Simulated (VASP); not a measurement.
# Rh (Fm-3m) in VASP: notebook

Rh is run at these levels: PBE; tasks: density of states.

Program: VASP 6.6.1. These are calculated values, not measurements. Logs are shortened: lines on timing, memory, paths and dates and some standing lists are left out, and cuts for length are marked.

## 1. The cell of the first run

It takes space group Fm-3m (No. 225, cubic). The conventional cell has a = 3.830 Å, b = 3.830 Å, c = 3.830 Å, α = 90.00°, β = 90.00°, γ = 90.00°. Rh (site symmetry m-3m) has 12 Rh at 2.71 Å within 3.6 Å.

## 2. Density of states, PBE

POSCAR

```
Rh
1.0
    0.0000000000      1.9149918957      1.9149918957
    1.9149918957      0.0000000000      1.9149918957
    1.9149918957      1.9149918957      0.0000000000
Rh
1
Direct
    0.0000000000      0.0000000000      0.0000000000
```

INCAR.step1

```
SYSTEM = Rh
ALGO = Normal ; EDIFF = 1E-6
ENCUT = 520 ; GGA = PE
ISIF = 2 ; ISMEAR = -1
LASPH = .True. ; LCHARG = .True.
LMAXMIX = 4 ; LREAL = .False.
LWAVE = .False. ; NBANDS = 14
NELM = 100 ; PREC = Accurate
SIGMA = 0.05
```

KPOINTS.step1

```
k-points
0
Gamma
  17 17 17
  0 0 0
```

INCAR.step2

```
SYSTEM = Rh
ALGO = Normal ; EDIFF = 1E-6
ENCUT = 520 ; GGA = PE
ICHARG = 11 ; ISIF = 2
ISMEAR = -5 ; LASPH = .True.
LCHARG = .False. ; LMAXMIX = 4
LORBIT = 11 ; LREAL = .False.
LWAVE = .False. ; NEDOS = 2001
NELM = 100 ; PREC = Accurate
SIGMA = 0.05
```

KPOINTS.step2

```
k-points
0
Gamma
  26 26 26
  0 0 0
```

Potentials or basis: VASP PAW PBE potentials, release 64 (Rh_pv).

On the command line:

```sh
cat potpaw_PBE.64/Rh_pv/POTCAR > POTCAR
cp INCAR.step1 INCAR
cp KPOINTS.step1 KPOINTS
mpirun -np 1 vasp_std > vasp.out
cp INCAR.step2 INCAR
cp KPOINTS.step2 KPOINTS
mpirun -np 1 vasp_std > vasp.out
```

OUTCAR:

```text
SYSTEM = Rh
   EDIFF = 1E-6
   ENCUT = 520
   GGA = PE
   ICHARG = 11
   ISIF = 2
   ISMEAR = -5
   LASPH = .True.
   LORBIT = 11
   LREAL = .False.
   NELM = 100
   PREC = Accurate

 ion  position               nearest neighbor table
   1  0.000  0.000  0.000-

  LATTYP: Found a face centered cubic cell.
 ALAT       =     3.8299837914

  Lattice vectors:

 A1 = (   0.0000000000,   1.9149918957,   1.9149918957)
 A2 = (   1.9149918957,   0.0000000000,   1.9149918957)
 A3 = (   1.9149918957,   1.9149918957,   0.0000000000)

Analysis of symmetry for initial positions (statically):
=====================================================================
 Subroutine PRICEL returns:
 Original cell was already a primitive cell.

 Routine SETGRP: Setting up the symmetry group for a
 face centered cubic supercell.

 Subroutine GETGRP returns: Found 48 space group operations
[... 9 lines left out ...]

 Routine SETGRP: Setting up the symmetry group for a
 face centered cubic supercell.

 Subroutine GETGRP returns: Found 48 space group operations
[... 11 lines left out ...]
                                     Primitive cell

  volume of cell :      14.0453

  direct lattice vectors                    reciprocal lattice vectors
     0.000000000  1.914991896  1.914991896    -0.261097711  0.261097711  0.261097711
     1.914991896  0.000000000  1.914991896     0.261097711 -0.261097711  0.261097711
     1.914991896  1.914991896  0.000000000     0.261097711  0.261097711 -0.261097711

  length of vectors
     2.708207511  2.708207511  2.708207511     0.452234501  0.452234501  0.452234501

  position of ions in fractional coordinates (direct lattice)
     0.000000000  0.000000000  0.000000000

  ion indices of the primitive-cell ions
   primitive index   ion index
                 1           1

----------------------------------------------------------------------------------------

 KPOINTS: k-points

Automatic generation of k-mesh.
 Grid dimensions read from file:
 generate k-points for:   26   26   26

 Generating k-lattice:

  Cartesian coordinates                     Fractional coordinates (reciprocal lattice)
    -0.010042220  0.010042220  0.010042220     0.038461538  0.000000000  0.000000000
     0.010042220 -0.010042220  0.010042220     0.000000000  0.038461538  0.000000000
     0.010042220  0.010042220 -0.010042220     0.000000000  0.000000000  0.038461538

  Length of vectors
     0.017393635  0.017393635  0.017393635

  Shift w.r.t. Gamma in fractional coordinates (k-lattice)
     0.000000000  0.000000000  0.000000000

 TETIRR: Found   2360 inequivalent tetrahedra from   105456

 Subroutine IBZKPT returns following result:
 ===========================================

 Found    511 irreducible k-points:

 Following reciprocal coordinates:
            Coordinates               Weight
  0.000000  0.000000  0.000000      1.000000
  0.038462  0.000000  0.000000      8.000000
  0.076923  0.000000  0.000000      8.000000
  0.115385  0.000000  0.000000      8.000000
  0.153846  0.000000  0.000000      8.000000
  0.192308  0.000000  0.000000      8.000000
[... 16 lines left out ...]
  0.346154  0.038462  0.000000     24.000000
  0.384615  0.038462  0.000000     24.000000
 [... further k-points ...]
   k-points           NKPTS =    511   k-points in BZ     NKDIM =    511   number of bands    NBANDS=     11
   number of dos      NEDOS =   2001   number of ions     NIONS =      1
   total plane-waves  NPLWV =   8000
   dimension x,y,z NGX =    20 NGY =   20 NGZ =   20
   dimension x,y,z NGXF=    40 NGYF=   40 NGZF=   40
   ions per type =               1
   NGX,Y,Z   is equivalent  to a cutoff of  12.28, 12.28, 12.28 a.u.
   NGXF,Y,Z  is equivalent  to a cutoff of  24.55, 24.55, 24.55 a.u.
 SYSTEM =  Rh
   PREC   = accura    normal or accurate (medium, high low for compatibility)
   ISTART =      0    job   : 0-new  1-cont  2-samecut
   ICHARG =     11    charge: 1-file 2-atom 10-const
   ISPIN  =      1    spin polarized calculation?
   LNONCOLLINEAR =      F non collinear calculations
   LSORBIT =      F    spin-orbit coupling
   LASPH  =      T    aspherical Exc in radial PAW
   ENCUT  =  520.0 eV  38.22 Ry    6.18 a.u.   5.04  5.04  5.04*2*pi/ulx,y,z
   NELM   =    100;   NELMIN=  2; NELMDL=  0     # of ELM steps
   EDIFF  = 0.1E-05   stopping-criterion for ELM
   LREAL  =      F    real-space projection
   EDIFFG = 0.1E-04   stopping-criterion for IOM
   NSW    =      0    number of steps for IOM
   IBRION =     -1    ionic relax: 0-MD 1-quasi-New 2-CG
   NFREE  =      0    steps in history (QN), initial steepest desc. (CG)
   ISIF   =      2    stress and relaxation
   ISYM   =      2    0-nonsym 1-usesym 2-fastsym
   POTIM  = 0.5000    time-step for ionic-motion
   TEBEG  =    0.0;   TEEND  =   0.0 temperature during run
   PSTRESS=    0.0 pullay stress
   NELECT =      15.0000    total number of electrons
   NUPDOWN=      -1.0000    fix difference up-down
   EMIN   =  10.00;   EMAX   =-10.00  energy-range for DOS
   EFERMI =   0.00;   METHOD = LEGACY
   ISMEAR =    -5;   SIGMA  =   0.05  broadening in eV -4-tet -1-fermi 0-gaus
   EFERMI_NEDOS =   21; number of points for ismear=-14 and -15
   IALGO  =     38    algorithm
   IMIX   =      4    mixing-type and parameters
     AMIX     =   0.40;   BMIX     =  1.00
     AMIX_MAG =   1.60;   BMIX_MAG =  1.00
  volume/ion in A,a.u.               =      14.05        94.78
  Fermi-wavevector in a.u.,A,eV,Ry     =   1.673382  3.162233 38.099113  2.800206
  Thomas-Fermi vector in A             =   2.758363
   LORBIT       =     11    0 simple, 1 ext, 2 COOP (PROOUT), +10 PAW based schemes
   GGA     = PE    functional components
   LHFCALC =     F    Hartree Fock is set to
   AEXX    =    0.0000 exact exchange contribution
   IVDW    =     0    specifies the selected vdW correction
   LEPSILON=     F    determine dielectric tensor
   LRPA    =     F    only Hartree local field effects (RPA)
 non-spin polarized calculation
 Fermi weights with tetrahedron method with Bloechl corrections
  energy-cutoff  :      520.00
  volume of cell :       14.05
 maximum number of plane-waves:       388

 number of electron      15.0000003 magnetization

 Free energy of the ion-electron system (eV)
  ---------------------------------------------------
  ext. energy  EPLUGINS =         0.00000000
  ---------------------------------------------------
  free energy    TOTEN  =        -7.25832120 eV

  energy without entropy =       -7.25832120  energy(sigma->0) =       -7.25832120

 E-fermi :  11.5182     XC(G=0): -13.8938

 val. band max:       11.6015318060   @ k =   0.3462   0.1538   0.0000
 cond. band min:      11.4626369707   @ k =   0.3462   0.3462   0.0000
 fundamental gap:     -0.1388948353
 Fermi energy:        11.5181607896

 k-point     1 :       0.0000    0.0000    0.0000
  band No.  band energies     occupation
      1     -34.8232      2.00000
      2     -34.8232      2.00000
      3     -34.8232      2.00000
      4       3.7141      2.00000
      5       8.5410      2.00000
      6       8.5410      2.00000
      7       8.5410      2.00000
      8      10.5576      2.00000
      9      10.5576      2.00000
     10      27.5249      0.00000
     11      32.1209      0.00000

 k-point     2 :       0.0385    0.0000    0.0000
  band No.  band energies     occupation
      1     -34.8334      2.00000
      2     -34.8246      2.00000
      3     -34.8246      2.00000
      4       3.7729      2.00000
      5       8.5148      2.00000
      6       8.5640      2.00000
      7       8.5640      2.00000
      8      10.5445      2.00000
      9      10.5445      2.00000
     10      27.6093      0.00000
     11      32.1178      0.00000

 k-point     3 :       0.0769    0.0000    0.0000
  band No.  band energies     occupation
      1     -34.8634      2.00000
      2     -34.8287      2.00000
      3     -34.8287      2.00000
      4       3.9461      2.00000
      5       8.4422      2.00000
      6       8.6293      2.00000
      7       8.6293      2.00000
      8      10.5102      2.00000
      9      10.5102      2.00000
     10      27.8492      0.00000
     11      31.6460      0.00000

 k-point     4 :       0.1154    0.0000    0.0000
  band No.  band energies     occupation
      1     -34.9112      2.00000
      2     -34.8352      2.00000
      3     -34.8352      2.00000
      4       4.2226      2.00000
      5       8.3417      2.00000
      6       8.7236      2.00000
      7       8.7236      2.00000
      8      10.4707      2.00000
      9      10.4707      2.00000
     10      28.2012      0.00000
     11      30.5890      0.00000

 k-point     5 :       0.1538    0.0000    0.0000
  band No.  band energies     occupation
      1     -34.9739      2.00000
      2     -34.8438      2.00000
      3     -34.8438      2.00000
      4       4.5795      2.00000
      5       8.2454      2.00000
      6       8.8227      2.00000
      7       8.8227      2.00000
      8      10.4533      2.00000
      9      10.4533      2.00000
     10      28.5648      0.00000
     11      29.4936      0.00000
[... 211 lines left out ...]
 k-point    21 :       0.2692    0.0385    0.0000
  band No.  band energies     occupation
      1     -35.1830      2.00000
      2     -34.8819      2.00000
      3     -34.8709      2.00000
      4       5.5758      2.00000
      5       8.3751      2.00000
      6       8.8835      2.00000
      7       8.9264      2.00000
      8      10.6260      2.00000
      9      10.9426      2.00000
     10      26.2980      0.00000
     11      29.0336      0.00000

 k-point    22 :       0.3077    0.0385    0.0000
  band No.  band energies     occupation
      1     -35.2624      2.00000
      2     -34.8929      2.00000
      3     -34.8827      2.00000
      4       5.7338      2.00000
      5       8.7437      2.00000
      6       8.8586      2.00000
      7       8.8591      2.00000
      8      10.9300      2.00000
      9      11.1885      2.15532
     10      25.0502      0.00000
     11      28.6847      0.00000

 k-point    23 :       0.3462    0.0385    0.0000
  band No.  band energies     occupation
      1     -35.3359      2.00000
      2     -34.9026      2.00000
      3     -34.8941      2.00000
      4       5.7684      2.00000
      5       8.6788      2.00000
      6       8.7699      2.00000
      7       9.4372      2.00000
      8      11.2939      2.01621
      9      11.4547      1.02760
     10      23.7721      0.00000
     11      28.2305      0.00000

 k-point    24 :       0.3846    0.0385    0.0000
  band No.  band energies     occupation
      1     -35.3993      2.00000
      2     -34.9105      2.00000
      3     -34.9045      2.00000
      4       5.7370      2.00000
      5       8.5819      2.00000
      6       8.6781      2.00000
      7      10.1301      2.00000
      8      11.7027      0.17815
      9      11.7054     -0.01094
     10      22.5137      0.00000
     11      27.7942      0.00000

 [... further k-points ...]
[... 5 lines left out ...]
  --------------------------------------------------------------------------------------
  -------------------------------------------------------------------------------------
  Total       -0.1194048     -0.1194048     -0.1194048      0.0000000      0.0000000      0.0000000
  in kB      -13.6207711    -13.6207711    -13.6207711      0.0000000      0.0000000      0.0000000
  external PRESSURE =     -13.6207711 kB  Pullay stress =       0.0000000 kB

 VOLUME and BASIS-vectors are now :
 -----------------------------------------------------------------------------
  energy-cutoff  :      520.00
  volume of cell :       14.05
      direct lattice vectors                 reciprocal lattice vectors
     0.000000000  1.914991896  1.914991896    -0.261097711  0.261097711  0.261097711
     1.914991896  0.000000000  1.914991896     0.261097711 -0.261097711  0.261097711
     1.914991896  1.914991896  0.000000000     0.261097711  0.261097711 -0.261097711

 POSITION                                       TOTAL-FORCE (eV/Angst)
 -----------------------------------------------------------------------------------
      0.00000      0.00000      0.00000         0.000000      0.000000      0.000000
 -----------------------------------------------------------------------------------
    total drift:                               -0.000000     -0.000000     -0.000000

  FREE ENERGIE OF THE ION-ELECTRON SYSTEM (eV)
  ---------------------------------------------------
  free  energy   TOTEN  =        -7.2583212033 eV

  energy  without entropy=       -7.2583212033  energy(sigma->0) =       -7.25832120

 total charge

# of ion       s       p       d       tot
------------------------------------------
    1        0.404   6.288   7.056  13.748
```

Wall time 75 s (1 thread of AMD EPYC 7R43 (Zen 3), shared host); peak memory 0.15 GiB.

Results:

```yaml
Valence_electrons_inside_the_program's_atomic_spheres: Rh 13.75
```

Levels at points of the mesh, in eV from the Fermi level:
```tsv
k point	band 4	band 5	band 6	band 7	band 8	band 9	band 10	band 11
(0.00, 0.00, 0.00)	-7.80	-2.98	-2.98	-2.98	-0.96	-0.96	16.01	20.60
(0.50, 0.00, 0.00)	-5.94	-3.05	-3.05	0.55	0.55	0.76	8.42	15.50
(0.50, 0.50, 0.00)	-6.12	-5.76	0.52	0.95	0.95	3.24	12.00	13.20
```

Caveat: tetrahedron occupations give inexact forces and stress in metals.

[end of part 1 of 2]
